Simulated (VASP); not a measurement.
A run of VASP 6.6.1 is set up as follows.

INCAR

```
ALGO = Fast
EDIFF = 1E-6
EDIFFG = -0.004
ENCUT = 600
GGA = PS
IBRION = 2
ISIF = 3
ISMEAR = 0
LASPH = T
LCHARG = F
LREAL = F
LWAVE = F
NELM = 100
NSW = 70
PREC = Accurate
PSTRESS = 750.0
SIGMA = 0.1
```

Contents of KPOINTS:

```
k-points
0
Gamma
  27 27 14
```

POSCAR

```
Mg
1.0
    2.6833192965      0.0000000000      0.0000000000
   -1.3416596482      2.3238226772      0.0000000000
    0.0000000000      0.0000000000      4.3606730968
Mg
2
Direct
    0.3333333333      0.6666666667      0.2500000000
    0.6666666667      0.3333333333      0.7500000000
```

Potentials or basis: VASP PAW PBE potentials, release 64 (Mg).

Command:

```console
$ cat potpaw_PBE.64/Mg/POTCAR > POTCAR
$ mpirun -np 1 vasp_std > vasp.out
```

Q: Estimate the band gap on the k mesh.

A: Zero (bands 2 and 3 overlap by 2.45 eV).

Q: Estimate the space group after relaxing (to 0.1 Å).

A: P6_3/mmc (No. 194).

Final structure:
```
Mg
1.0
     2.59276    0.00000    0.00000
    -1.29638    2.24539    0.00000
     0.00000    0.00000    4.21384
Mg
2
Direct
  0.33333 0.66667 0.25000
  0.66667 0.33333 0.75000
```

Caveat: the cell is relaxed towards a set pressure, so the run minimises the enthalpy, not the energy.
